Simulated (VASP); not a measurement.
A run of VASP 6.6.1:

Contents of POSCAR:

```
MgO2
1.0
    4.6325108638      0.0000000000      0.0000000000
    0.0000000000      4.6325108638      0.0000000000
    0.0000000000      0.0000000000      4.6325108638
Mg O
4 8
Direct
    0.0000000000      0.5000000000      0.5000000000
    0.5000000000      0.5000000000      0.0000000000
    0.5000000000      0.0000000000      0.5000000000
    0.0000000000      0.0000000000      0.0000000000
    0.4090982837      0.0909017163      0.9090982837
    0.0909017163      0.9090982837      0.4090982837
    0.9090982837      0.4090982837      0.0909017163
    0.5909017163      0.5909017163      0.5909017163
    0.4090982837      0.4090982837      0.4090982837
    0.0909017163      0.5909017163      0.9090982837
    0.9090982837      0.0909017163      0.5909017163
    0.5909017163      0.9090982837      0.0909017163
```

File INCAR.step1:

```
SYSTEM = MgO2
PREC = Accurate
ENCUT = 520
ISMEAR = 0
SIGMA = 0.02
LREAL = .FALSE.
LASPH = .TRUE.
NELM = 60
NBANDS = 40
GGA = PE
ALGO = Normal
EDIFF = 1E-4
LWAVE = .TRUE.
LCHARG = .FALSE.
```

Contents of INCAR.step2:

```
SYSTEM = MgO2
PREC = Accurate
ENCUT = 520
EDIFF = 1E-6
ISMEAR = 0
SIGMA = 0.02
LREAL = .FALSE.
LASPH = .TRUE.
NELM = 60
ALGO = Normal
ISIF = 2
LWAVE = .FALSE.
LCHARG = .FALSE.
METAGGA = R2SCAN
LMIXTAU = .TRUE.
NBANDS = 40
ISTART = 1
```

The input KPOINTS:

```
regular mesh
0
G
  6 6 6
  0 0 0
```

Potentials or basis: VASP PAW PBE potentials, release 64 (Mg, O).

Run with:

```console
$ cat potpaw_PBE.64/Mg/POTCAR potpaw_PBE.64/O/POTCAR > POTCAR
$ cp INCAR.step1 INCAR
$ mpirun -np 1 vasp_std > vasp.out
$ cp INCAR.step2 INCAR
$ mpirun -np 1 vasp_std > vasp.out
```

Hardware: 1 thread of Intel(R) Xeon(R) Platinum 8259CL CPU @ 2.50GHz (Skylake/Cascade Lake), on a shared host.

**Question.** How long does it take, and how much memory?

**Answer.** Wall time 7.9 min on 1 thread of Intel(R) Xeon(R) Platinum 8259CL CPU @ 2.50GHz (Skylake/Cascade Lake) (shared host), peak memory 0.25 GiB. Counts: k points 24.
